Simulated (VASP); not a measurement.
Wanted: the native input for a VASP 6.6.1 run.

- Task: single point
- Functional: RPBE
- Potentials or basis: VASP PAW PBE potentials, release 64 (Au)
- Cutoff: 520 eV
- k mesh: 21 × 21 × 21
- Occupations: fermi-dirac, width 0.1 eV
- Spin: no spin polarisation
- Dipole correction: no
- Further INCAR settings: ALGO = Normal; EDIFF = 1e-06; NBANDS = 12

The structure of Au lies in POSCAR:

```
Au
1.0
    0.0000000000      2.0113808110      2.0113808110
    2.0113808110      0.0000000000      2.0113808110
    2.0113808110      2.0113808110      0.0000000000
Au
1
Direct
    0.0000000000      0.0000000000      0.0000000000
```

This cell differs from its parent crystal: volume scaled by 0.88.

These files were run (other wordings do the same):

INCAR

```
ALGO = Normal
EDIFF = 1E-6
ENCUT = 520
GGA = RP
ISIF = 2
ISMEAR = -1
LASPH = True
LCHARG = False
LREAL = False
LWAVE = False
NBANDS = 12
NELM = 100
PREC = Accurate
SIGMA = 0.1
```

KPOINTS

```
k-points
0
Gamma
  21 21 21
```

Potentials or basis: VASP PAW PBE potentials, release 64 (Au).

Run with:

```console
$ cat potpaw_PBE.64/Au/POTCAR > POTCAR
$ mpirun -np 1 vasp_std > vasp.out
```

Results of the run:

```yaml
Pressure: 22.4 GPa
```

Caveat: the PAW data sets were made with another functional, which shifts forces and pressure a little.

Run time: 78 s on 1 thread of AMD EPYC 7R43 64-Core Processor (Zen 3), on a shared host, peak memory 0.14 GiB.
